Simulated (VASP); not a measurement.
# SiTe (F-43m) in VASP: further runs

Aim: see how the results for SiTe move with the level of theory and the settings. Levels: PBE, revPBE. Tasks: single point.

All numbers are computed with VASP 6.6.1; they aren't measurements. Logs are shortened: lines on timing, memory, paths and dates and some standing lists are left out, and cuts for length are marked.

## (1) The cell of the first run

It takes space group F-43m (No. 216, cubic). Conventional cell: a = 6.256 Å, b = 6.256 Å, c = 6.256 Å, α = 90.00°, β = 90.00°, γ = 90.00°. Within 3.6 Å of Si (site symmetry -43m) lie 4 Te at 2.71 Å. Te (site symmetry -43m) has 4 Si at 2.71 Å within 3.6 Å.

## (2) Single point, PBE

The input, INCAR:

```
SYSTEM = SiTe
PREC     = Accurate       ! precision mode
ENCUT    = 500            ! plane-wave cutoff, eV
EDIFF    = 1E-6           ! SCF threshold, eV
ISMEAR   = -1             ! smearing method
SIGMA    = 0.1            ! smearing width, eV
LREAL    = .False.        ! projectors in reciprocal space
LASPH    = .True.         ! aspherical terms in the spheres
NELM     = 120            ! most SCF steps
ALGO     = Normal         ! electronic algorithm
ISIF     = 2              ! what is computed and relaxed
LWAVE    = .False.        ! write WAVECAR
LCHARG   = .True.         ! write CHGCAR
GGA      = PE             ! functional
LELF     = .True.         ! ELF
LVHAR    = .True.       
NBANDS   = 12             ! bands
GGA_COMPAT= .False.
```

The input, KPOINTS:

```
Automatic mesh
0
Gamma
  5 5 5
  0 0 0
```

The input, POSCAR:

```
SiTe
1.0
    0.0000000000      3.1279730000      3.1279730000
    3.1279730000      0.0000000000      3.1279730000
    3.1279730000      3.1279730000      0.0000000000
Si Te
1 1
Direct
    0.0000000000      0.0000000000      0.0000000000
    0.2500000000      0.2500000000      0.2500000000
```

Potentials or basis: VASP PAW PBE potentials, release 64 (Si, Te).

On the command line:

```bash
cat potpaw_PBE.64/Si/POTCAR potpaw_PBE.64/Te/POTCAR > POTCAR
mpirun -np 1 vasp_std > vasp.out
```

OUTCAR:

```text
SYSTEM = SiTe
   PREC = Accurate
   ENCUT = 500
   EDIFF = 1E-6
   ISMEAR = -1
   LREAL = .False.
   LASPH = .True.
   NELM = 120
   ISIF = 2
   GGA = PE

 ion  position               nearest neighbor table
   1  0.000  0.000  0.000-   2 2.71   2 2.71   2 2.71   2 2.71
   2  0.250  0.250  0.250-   1 2.71   1 2.71   1 2.71   1 2.71

  LATTYP: Found a face centered cubic cell.
 ALAT       =     6.2559460000

  Lattice vectors:

 A1 = (   0.0000000000,   3.1279730000,   3.1279730000)
 A2 = (   3.1279730000,   0.0000000000,   3.1279730000)
 A3 = (   3.1279730000,   3.1279730000,   0.0000000000)

Analysis of symmetry for initial positions (statically):
=====================================================================
 Subroutine PRICEL returns:
 Original cell was already a primitive cell.

 Routine SETGRP: Setting up the symmetry group for a
 face centered cubic supercell.

 Subroutine GETGRP returns: Found 24 space group operations
 (whereof 24 operations were pure point group operations)
 out of a pool of 48 trial point group operations.

The static configuration has the point symmetry T_d .

Analysis of symmetry for dynamics (positions and initial velocities):
=====================================================================
 Subroutine PRICEL returns:
 Original cell was already a primitive cell.

 Routine SETGRP: Setting up the symmetry group for a
 face centered cubic supercell.

 Subroutine GETGRP returns: Found 24 space group operations
 (whereof 24 operations were pure point group operations)
 out of a pool of 48 trial point group operations.

The dynamic configuration has the point symmetry T_d .

 Subroutine INISYM returns: Found 24 space group operations
 (whereof 24 operations are pure point group operations),
 and found     1 'primitive' translations

----------------------------------------------------------------------------------------

                                     Primitive cell

  volume of cell :      61.2095

  direct lattice vectors                    reciprocal lattice vectors
     0.000000000  3.127973000  3.127973000    -0.159847927  0.159847927  0.159847927
     3.127973000  0.000000000  3.127973000     0.159847927 -0.159847927  0.159847927
     3.127973000  3.127973000  0.000000000     0.159847927  0.159847927 -0.159847927

  length of vectors
     4.423621839  4.423621839  4.423621839     0.276864731  0.276864731  0.276864731

  position of ions in fractional coordinates (direct lattice)
     0.000000000  0.000000000  0.000000000
     0.250000000  0.250000000  0.250000000

  ion indices of the primitive-cell ions
   primitive index   ion index
                 1           1
                 2           2

----------------------------------------------------------------------------------------

 KPOINTS: Automatic mesh

Automatic generation of k-mesh.
 Grid dimensions read from file:
 generate k-points for:    5    5    5

 Generating k-lattice:

  Cartesian coordinates                     Fractional coordinates (reciprocal lattice)
    -0.031969585  0.031969585  0.031969585     0.200000000  0.000000000  0.000000000
     0.031969585 -0.031969585  0.031969585     0.000000000  0.200000000  0.000000000
     0.031969585  0.031969585 -0.031969585     0.000000000  0.000000000  0.200000000

  Length of vectors
     0.055372946  0.055372946  0.055372946

  Shift w.r.t. Gamma in fractional coordinates (k-lattice)
     0.000000000  0.000000000  0.000000000

 Subroutine IBZKPT returns following result:
 ===========================================

 Found     10 irreducible k-points:

 Following reciprocal coordinates:
            Coordinates               Weight
  0.000000  0.000000  0.000000      1.000000
  0.200000  0.000000  0.000000      8.000000
  0.400000  0.000000  0.000000      8.000000
  0.200000  0.200000  0.000000      6.000000
  0.400000  0.200000  0.000000     24.000000
 -0.400000  0.200000  0.000000     24.000000
 -0.200000  0.200000  0.000000     12.000000
  0.400000  0.400000  0.000000      6.000000
 -0.400000  0.400000  0.000000     12.000000
 -0.400000  0.400000  0.200000     24.000000
   k-points           NKPTS =     10   k-points in BZ     NKDIM =     10   number of bands    NBANDS=     12
   number of dos      NEDOS =    301   number of ions     NIONS =      2
   total plane-waves  NPLWV =  32768
   dimension x,y,z NGX =    32 NGY =   32 NGZ =   32
   dimension x,y,z NGXF=    64 NGYF=   64 NGZF=   64
   ions per type =               1   1
   NGX,Y,Z   is equivalent  to a cutoff of  12.03, 12.03, 12.03 a.u.
   NGXF,Y,Z  is equivalent  to a cutoff of  24.05, 24.05, 24.05 a.u.
 SYSTEM =  SiTe
   PREC   = accura    normal or accurate (medium, high low for compatibility)
   ISTART =      0    job   : 0-new  1-cont  2-samecut
   ICHARG =      2    charge: 1-file 2-atom 10-const
   ISPIN  =      1    spin polarized calculation?
   LNONCOLLINEAR =      F non collinear calculations
   LSORBIT =      F    spin-orbit coupling
   LASPH  =      T    aspherical Exc in radial PAW
   ENCUT  =  500.0 eV  36.75 Ry    6.06 a.u.   8.07  8.07  8.07*2*pi/ulx,y,z
   NELM   =    120;   NELMIN=  2; NELMDL= -5     # of ELM steps
   EDIFF  = 0.1E-05   stopping-criterion for ELM
   LREAL  =      F    real-space projection
   EDIFFG = 0.1E-04   stopping-criterion for IOM
   NSW    =      0    number of steps for IOM
   IBRION =     -1    ionic relax: 0-MD 1-quasi-New 2-CG
   NFREE  =      0    steps in history (QN), initial steepest desc. (CG)
   ISIF   =      2    stress and relaxation
   ISYM   =      2    0-nonsym 1-usesym 2-fastsym
   POTIM  = 0.5000    time-step for ionic-motion
   TEBEG  =    0.0;   TEEND  =   0.0 temperature during run
   PSTRESS=    0.0 pullay stress
   NELECT =      10.0000    total number of electrons
   NUPDOWN=      -1.0000    fix difference up-down
   EMIN   =  10.00;   EMAX   =-10.00  energy-range for DOS
   EFERMI =   0.00;   METHOD = LEGACY
   ISMEAR =    -1;   SIGMA  =   0.10  broadening in eV -4-tet -1-fermi 0-gaus
   EFERMI_NEDOS =   21; number of points for ismear=-14 and -15
   IALGO  =     38    algorithm
   IMIX   =      4    mixing-type and parameters
     AMIX     =   0.40;   BMIX     =  1.00
     AMIX_MAG =   1.60;   BMIX_MAG =  1.00
  volume/ion in A,a.u.               =      30.60       206.53
  Fermi-wavevector in a.u.,A,eV,Ry     =   0.894956  1.691222 10.897543  0.800947
  Thomas-Fermi vector in A             =   2.017227
   LORBIT       =      0    0 simple, 1 ext, 2 COOP (PROOUT), +10 PAW based schemes
   GGA     = PE    functional components
   LHFCALC =     F    Hartree Fock is set to
   AEXX    =    0.0000 exact exchange contribution
   IVDW    =     0    specifies the selected vdW correction
   LEPSILON=     F    determine dielectric tensor
   LRPA    =     F    only Hartree local field effects (RPA)
 non-spin polarized calculation
  energy-cutoff  :      500.00
  volume of cell :       61.21
 maximum number of plane-waves:      1584
   NGX = 17   NGY = 17   NGZ = 17

 number of electron      10.0000000 magnetization

 number of electron       9.9999999 magnetization

 Free energy of the ion-electron system (eV)
  ---------------------------------------------------
  ext. energy  EPLUGINS =         0.00000000
  ---------------------------------------------------
  free energy    TOTEN  =        -7.36483833 eV

  energy without entropy =       -7.32844023  energy(sigma->0) =       -7.34663928

 E-fermi :   5.6753     XC(G=0):  -8.6392

 val. band max:        5.3076730153   @ k =   0.2000   0.2000   0.0000
 cond. band min:       5.6966867493   @ k =  -0.4000   0.4000   0.2000
 fundamental gap:      0.3890137340
 Fermi energy:         5.6752932399

 k-point     1 :       0.0000    0.0000    0.0000
  band No.  band energies     occupation
      1      -8.1402      2.00000
      2       1.5382      2.00000
      3       2.6424      2.00000
      4       2.6424      2.00000
      5       2.6424      2.00000
      6       5.8025      0.43791
      7       5.8025      0.43791
      8       5.8025      0.43791
      9       9.8297      0.00000
     10      11.5125      0.00000
     11      11.5125      0.00000
     12      13.5356      0.00000

 k-point     2 :       0.2000    0.0000    0.0000
  band No.  band energies     occupation
      1      -7.8505      2.00000
      2      -0.5591      2.00000
      3       2.3016      2.00000
      4       2.3016      2.00000
      5       3.4473      2.00000
      6       6.3367      0.00268
      7       6.3367      0.00268
      8       6.8435      0.00002
      9      10.9027      0.00000
     10      10.9027      0.00000
     11      11.0083      0.00000
     12      12.9725      0.00000

 k-point     3 :       0.4000    0.0000    0.0000
  band No.  band energies     occupation
      1      -7.2273      2.00000
      2      -2.5015      2.00000
      3       1.9015      2.00000
      4       1.9015      2.00000
      5       3.1996      2.00000
      6       6.7814      0.00003
      7       6.7814      0.00003
      8       9.5267      0.00000
      9      11.1610      0.00000
     10      11.8711      0.00000
     11      11.8711      0.00000
     12      13.4748      0.00000
[... 76 lines left out ...]
 k-point     9 :      -0.4000    0.4000    0.0000
  band No.  band energies     occupation
      1      -6.6260      2.00000
      2      -3.2098      2.00000
      3       0.2760      2.00000
      4       1.0260      2.00000
      5       4.6471      1.99993
      6       6.1104      0.02545
      7       9.2548      0.00000
      8       9.4500      0.00000
      9      10.6004      0.00000
     10      12.2845      0.00000
     11      13.5561      0.00000
     12      15.5491      0.00000

 k-point    10 :      -0.4000    0.4000    0.2000
  band No.  band energies     occupation
      1      -6.7509      2.00000
      2      -2.9973      2.00000
      3       0.2995      2.00000
      4       0.9212      2.00000
      5       5.6967      0.89344
      6       6.3868      0.00162
      7       7.5373      0.00000
      8       9.0425      0.00000
      9      10.8442      0.00000
     10      11.8282      0.00000
     11      13.9325      0.00000
     12      15.1286      0.00000

------------------------ aborting loop because EDIFF is reached ----------------------------------------

  FORCE on cell =-STRESS in cart. coord.  units (eV):
  Direction    XX          YY          ZZ          XY          YZ          ZX
  --------------------------------------------------------------------------------------
  -------------------------------------------------------------------------------------
  Total        1.8000557      1.8000557      1.8000557      0.0000000      0.0000000     -0.0000000
  in kB       47.1169908     47.1169908     47.1169908      0.0000000      0.0000000     -0.0000000
  external PRESSURE =      47.1169908 kB  Pullay stress =       0.0000000 kB

 VOLUME and BASIS-vectors are now :
 -----------------------------------------------------------------------------
  energy-cutoff  :      500.00
  volume of cell :       61.21
      direct lattice vectors                 reciprocal lattice vectors
     0.000000000  3.127973000  3.127973000    -0.159847927  0.159847927  0.159847927
     3.127973000  0.000000000  3.127973000     0.159847927 -0.159847927  0.159847927
     3.127973000  3.127973000  0.000000000     0.159847927  0.159847927 -0.159847927

 POSITION                                       TOTAL-FORCE (eV/Angst)
 -----------------------------------------------------------------------------------
      0.00000      0.00000      0.00000        -0.000000     -0.000000      0.000000
      1.56399      1.56399      1.56399         0.000000      0.000000     -0.000000
 -----------------------------------------------------------------------------------
    total drift:                                0.000000      0.000000      0.000000

  FREE ENERGIE OF THE ION-ELECTRON SYSTEM (eV)
  ---------------------------------------------------
  free  energy   TOTEN  =        -7.3648383349 eV

  energy  without entropy=       -7.3284402349  energy(sigma->0) =       -7.34663928
```

Run time: 8.1 s. Hardware: 1 thread of Intel Xeon 6975P-C (Granite Rapids), shared host; peak memory 0.17 GiB.

What came out:

| Item | Value |
| --- | --- |
| Free energy | -7.3648 eV |
| Pressure | 4.7 GPa |
| Band gap on the k mesh | zero (bands 5 and 6 overlap by 0.69 eV) |

Levels at points of the mesh, in eV from the Fermi level:
| k point | band 3 | band 4 | band 5 | band 6 | band 7 | band 8 |
| --- | --- | --- | --- | --- | --- | --- |
| (0.00, 0.00, 0.00) | -3.03 | -3.03 | -3.03 | 0.13 | 0.13 | 0.13 |

Caveat: the cell stands under pressure; spin-orbit coupling is left out, which moves the levels of the heavy elements.

## (3) Single point, revPBE

The input, INCAR:

```
ALGO = Normal
EDIFF = 1E-6
ENCUT = 500
GGA = RE
GGA_COMPAT = False
ISIF = 2
ISMEAR = 0
LASPH = True
LCHARG = True
LELF = True
LREAL = False
LVHAR = True
LWAVE = False
NBANDS = 12
NELM = 120
PREC = Accurate
SIGMA = 0.01
```

The input, KPOINTS:

```
k-points
0
Gamma
  5 5 5
```

POSCAR is that of step 2.

Potentials or basis: VASP PAW PBE potentials, release 64 (Si, Te).

On the command line:

```bash
cat potpaw_PBE.64/Si/POTCAR potpaw_PBE.64/Te/POTCAR > POTCAR
mpirun -np 1 vasp_std > vasp.out
```

Run time: 8.1 s. Hardware: 1 thread of Intel Xeon 6975P-C (Granite Rapids), shared host; peak memory 0.17 GiB.

It converged, with:

- Free energy: -6.8053 eV
- Pressure: 5.6 GPa
- Band gap on the k mesh: zero (bands 5 and 6 overlap by 0.68 eV)

Levels at points of the mesh, in eV from the Fermi level:
```tsv
k point	band 2	band 3	band 4	band 5	band 6	band 7	band 8	band 9
(0.00, 0.00, 0.00)	-4.14	-3.08	-3.08	-3.08	0.08	0.08	0.08	4.24
```

Caveat: the cell stands under pressure; the PAW data sets were made with another functional, which shifts forces and pressure a little; spin-orbit coupling is left out, which moves the levels of the heavy elements.

## (4) Single point, PBE

The input, INCAR:

```
SYSTEM = SiTe
PREC = Accurate ; ENCUT = 500
EDIFF = 1E-6 ; ISMEAR = -1
SIGMA = 0.1 ; LREAL = .FALSE.
LASPH = .TRUE. ; NELM = 120
ALGO = Normal ; ISIF = 2
LWAVE = .FALSE. ; LCHARG = .FALSE.
GGA = PE ; NBANDS = 12
ISYM = 0 ; GGA_COMPAT = .FALSE.
```

The input, KPOINTS:

```
Automatic mesh
0
Gamma
  5 5 5
  0.5 0.5 0.5
```

POSCAR is that of step 3.

Potentials or basis: VASP PAW PBE potentials, release 64 (Si, Te).

On the command line:

```bash
cat potpaw_PBE.64/Si/POTCAR potpaw_PBE.64/Te/POTCAR > POTCAR
mpirun -np 1 vasp_std > vasp.out
```

OUTCAR:

```text
SYSTEM = SiTe
   PREC = Accurate
   ENCUT = 500
   EDIFF = 1E-6
   ISMEAR = -1
   LREAL = .FALSE.
   LASPH = .TRUE.
   NELM = 120
   ISIF = 2
   GGA = PE
   ISYM = 0

 ion  position               nearest neighbor table
   1  0.000  0.000  0.000-   2 2.71   2 2.71   2 2.71   2 2.71
   2  0.250  0.250  0.250-   1 2.71   1 2.71   1 2.71   1 2.71

IMPORTANT INFORMATION: All symmetrisations will be switched off!
NOSYMM: (Re-)initialisation of all symmetry stuff for point group C_1.

----------------------------------------------------------------------------------------

                                     Primitive cell

  volume of cell :      61.2095

  direct lattice vectors                    reciprocal lattice vectors
     0.000000000  3.127973000  3.127973000    -0.159847927  0.159847927  0.159847927
     3.127973000  0.000000000  3.127973000     0.159847927 -0.159847927  0.159847927
     3.127973000  3.127973000  0.000000000     0.159847927  0.159847927 -0.159847927

  length of vectors
     4.423621839  4.423621839  4.423621839     0.276864731  0.276864731  0.276864731

  position of ions in fractional coordinates (direct lattice)
     0.000000000  0.000000000  0.000000000
     0.250000000  0.250000000  0.250000000

[... 142 lines left out ...]
      9      10.2260      0.00000
     10      11.2071      0.00000
     11      11.2071      0.00000
     12      13.2235      0.00000
[... 331 lines left out ...]
 k-point    24 :       0.4000    0.0000   -0.1000
  band No.  band energies     occupation
      1      -7.0871      2.00000
      2      -2.6941      2.00000
      3       1.2232      2.00000
      4       1.8365      2.00000
      5       3.8280      2.00000
      6       6.8158      0.00000
      7       6.9608      0.00000
      8       9.5425      0.00000
      9      11.4009      0.00000
     10      11.5875      0.00000
     11      12.5354      0.00000
     12      13.2504      0.00000

 [... further k-points ...]

------------------------ aborting loop because EDIFF is reached ----------------------------------------

  FORCE on cell =-STRESS in cart. coord.  units (eV):
  Direction    XX          YY          ZZ          XY          YZ          ZX
  --------------------------------------------------------------------------------------
  -------------------------------------------------------------------------------------
  Total        1.8712418      1.8712418      1.8712419      0.0000006      0.0000005      0.0000005
  in kB       48.9803074     48.9803087     48.9803096      0.0000169      0.0000142      0.0000129
  external PRESSURE =      48.9803086 kB  Pullay stress =       0.0000000 kB

 VOLUME and BASIS-vectors are now :
 -----------------------------------------------------------------------------
  energy-cutoff  :      500.00
  volume of cell :       61.21
      direct lattice vectors                 reciprocal lattice vectors
     0.000000000  3.127973000  3.127973000    -0.159847927  0.159847927  0.159847927
     3.127973000  0.000000000  3.127973000     0.159847927 -0.159847927  0.159847927
     3.127973000  3.127973000  0.000000000     0.159847927  0.159847927 -0.159847927

 POSITION                                       TOTAL-FORCE (eV/Angst)
 -----------------------------------------------------------------------------------
      0.00000      0.00000      0.00000         0.000000     -0.000000      0.000000
      1.56399      1.56399      1.56399        -0.000000      0.000000     -0.000000
 -----------------------------------------------------------------------------------
    total drift:                               -0.000000     -0.000000      0.000000

  FREE ENERGIE OF THE ION-ELECTRON SYSTEM (eV)
  ---------------------------------------------------
  free  energy   TOTEN  =        -7.3484052594 eV

  energy  without entropy=       -7.3143084775  energy(sigma->0) =       -7.33135687
```

It took 88 s on 1 thread of Intel Xeon 6975P-C (Granite Rapids), shared host; peak memory 0.31 GiB.

Results:

```yaml
Free_energy: -7.3484 eV
Pressure: 4.9 GPa
Band_gap_on_the_k_mesh: zero (bands 5 and 6 overlap by 0.70 eV)
```

Levels at points of the mesh, in eV from the Fermi level:
| k point | band 1 | band 2 | band 3 | band 4 | band 5 | band 6 | band 7 | band 8 | band 9 | band 10 |
| --- | --- | --- | --- | --- | --- | --- | --- | --- | --- | --- |
| (0.50, 0.50, 0.50) | -12.40 | -8.15 | -3.48 | -3.48 | -2.19 | 1.48 | 1.48 | 4.79 | 6.55 | 6.86 |
| (0.50, 0.00, 0.00) | -12.40 | -8.15 | -3.48 | -3.48 | -2.19 | 1.48 | 1.48 | 4.79 | 6.55 | 6.86 |
| (0.00, 0.00, 0.50) | -12.40 | -8.15 | -3.48 | -3.48 | -2.19 | 1.48 | 1.48 | 4.79 | 6.55 | 6.86 |
| (0.00, 0.50, 0.00) | -12.40 | -8.15 | -3.48 | -3.48 | -2.19 | 1.48 | 1.48 | 4.79 | 6.55 | 6.86 |

Caveat: the cell stands under pressure; spin-orbit coupling is left out, which moves the levels of the heavy elements.

## (5) Overview

```csv
level,k mesh,smearing,gap on the mesh (eV),pressure (GPa)
PBE,5 × 5 × 5,fermi-dirac 0.1 eV,none,4.7
revPBE,5 × 5 × 5,gaussian 0.01 eV,none,5.6
PBE,"5 × 5 × 5, shifted",fermi-dirac 0.1 eV,none,4.9
```

Alike in all rows: task single point; potentials or basis VASP PAW PBE potentials, release 64 (Si, Te); no spin polarisation; cell as given; cutoff (eV) 500.

The pressure there spans 4.7 GPa (PBE) to 5.6 GPa (revPBE); a positive pressure means that this level wants a larger cell, a negative one a smaller.

Caveats: the cell stands under pressure; spin-orbit coupling is left out, which moves the levels of the heavy elements; the PAW data sets were made with another functional, which shifts forces and pressure a little (at least some runs).

Absolute energies hang on the potentials; compare differences alone.
